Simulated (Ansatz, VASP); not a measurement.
Cu: VASP beside Ansatz

Contents of INCAR:

```
PREC = Accurate ; ENCUT = 520
EDIFF = 1E-6 ; ISMEAR = 0
SIGMA = 0.15 ; LREAL = False
LASPH = True ; NELM = 80
ALGO = Fast ; ISIF = 2
LWAVE = False ; LCHARG = True
GGA = PE ; LELF = True
LVHAR = True ; NBANDS = 12
```

KPOINTS

```
regular mesh
0
Gamma
  28 28 28
```

File POSCAR:

```
Cu
1.0
    0.0000000000      1.8148741282      1.7241304218
    1.8148741282      0.0000000000      1.7241304218
    1.8148741282      1.8148741282      0.0000000000
Cu
1
Direct
    0.0000000000      0.0000000000      0.0000000000
```

Input for Ansatz:

```yaml
crystal:
  lattice:
    - [0.0, 1.8148741282, 1.7241304218]
    - [1.8148741282, 0.0, 1.7241304218]
    - [1.8148741282, 1.8148741282, 0.0]
  atoms:
    - { symbol: Cu, position: [0.0, 0.0, 0.0] }
basis:
  ecutwfc: 420
kpoints:
  mp_grid: { grid: [28, 28, 28] }
hamiltonian:
  xc: pbe
scf:
  occupations: { method: gaussian, width: 0.15 }
output:
  forces: true
  stress: true
  eigenvalues: true
  write_density: true
  write_potential: true
  elf: true
  volumetric_format: npy
```

Change from the starting cell: strain +0.000 along x and y, -0.050 along z, atoms carried along.

Alike in both runs: task single point; functional PBE; k mesh 28 × 28 × 28; occupations gaussian, width 0.15 eV; no spin polarisation.

|  | VASP | Ansatz |
| --- | --- | --- |
| version | VASP 6.6.1 | Ansatz 0.2.0 |
| potentials or method | VASP PAW PBE potentials, release 64 (Cu), cutoff 520 eV | scalar-relativistic, plane waves, PAW |
| valence electrons in the cell | 11 | 19 |

```tsv
	VASP	Ansatz	Ansatz less VASP
gap on the k mesh at the Fermi level (eV)	none	none	-
pressure (GPa)	9.1	8.3	-0.81
traceless stress, the component that is largest in VASP (GPa)	1.80	1.82	+0.020
```

A gap of «none» marks a metal or a gap that the smearing closes. VASP's potentials hold 11 valence electrons a cell and Ansatz's 19, so a difference there can come from the potentials and not from the codes.
